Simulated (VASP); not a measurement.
Wanted: the native input for a VASP 6.6.1 run.

```yaml
Task: single point
Functional: PBE
Potentials_or_basis: VASP PAW PBE potentials, release 64 (Cu)
Cutoff: 520 eV
k_mesh: 32 × 32 × 32
Occupations: gaussian, width 0.15 eV
Spin: no spin polarisation
Dipole_correction: no
Further_INCAR_settings: ALGO = Normal; EDIFF = 1e-07; NBANDS = 12
```

The structure of Cu lies in POSCAR:

```
Cu
1.0
   -1.5171161783      1.5171161783      1.3049627093
    1.5171161783     -1.5171161783      1.3049627093
    1.5171161783      1.5171161783     -1.3049627093
Cu
1
Direct
    0.0000000000      0.0000000000      0.0000000000
```

This cell differs from its parent crystal: ratio of the length along z to the lengths across it x 0.92, volume and fractional coordinates fixed.

The input as run:

INCAR

```
SYSTEM = Cu
PREC = Accurate ; ENCUT = 520
EDIFF = 1E-7 ; ISMEAR = 0
SIGMA = 0.15 ; LREAL = .FALSE.
LASPH = .TRUE. ; NELM = 100
ALGO = Normal ; ISIF = 2
LWAVE = .FALSE. ; LCHARG = .FALSE.
GGA = PE ; NBANDS = 12
```

KPOINTS

```
regular mesh
0
G
  32 32 32
  0 0 0
```

Potentials or basis: VASP PAW PBE potentials, release 64 (Cu).

Run with:

```bash
$ cat potpaw_PBE.64/Cu/POTCAR > POTCAR
$ mpirun -np 1 vasp_std > vasp.out
```

It gave:

* Pressure: 1.1 GPa

Run time: 110 s on 1 thread of Intel(R) Xeon(R) 6975P-C (Granite Rapids), on a shared host, peak memory 0.43 GiB.
